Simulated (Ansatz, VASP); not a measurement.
Two plane-wave programs on Ga4SbP3

```
P Ga Sb
1.0
     3.93608    0.00000    0.00000
     0.00000    3.93608    0.00000
     0.00000    0.00000   11.12383
P Ga Sb
3 4 1
Direct
  0.00000 0.00000 0.23602
  0.50000 0.50000 0.00000
  0.00000 0.00000 0.76398
  0.00000 0.50000 0.11783
  0.50000 0.00000 0.88217
  0.00000 0.50000 0.64612
  0.50000 0.00000 0.35388
  0.50000 0.50000 0.50000
```

Alike in both runs: task single point; functional PBE; k mesh 6 × 6 × 2; no spin polarisation.

|  | VASP | Ansatz |
| --- | --- | --- |
| version | VASP 6.6.1 | Ansatz 0.2.0 |
| potentials or method | VASP PAW PBE potentials, release 64 (P, Ga_d, Sb) | plane waves, PAW |
| plane-wave cutoff (eV) | 520 | 420 |
| occupations | gaussian, width 0.01 eV | fixed |
| valence electrons in the cell | 72 | 82 |

```tsv
	VASP	Ansatz	Ansatz less VASP
gap on the k mesh at the Fermi level (eV)	0.79	0.80	+0.008
pressure (GPa)	4.8	4.8	-0.01
rms of the force components (eV/Å)	0.028	0.024	-0.0043
```

VASP's potentials hold 72 valence electrons a cell and Ansatz's 82, so a difference there can come from the potentials and not from the codes.

Spin-orbit coupling is off throughout.
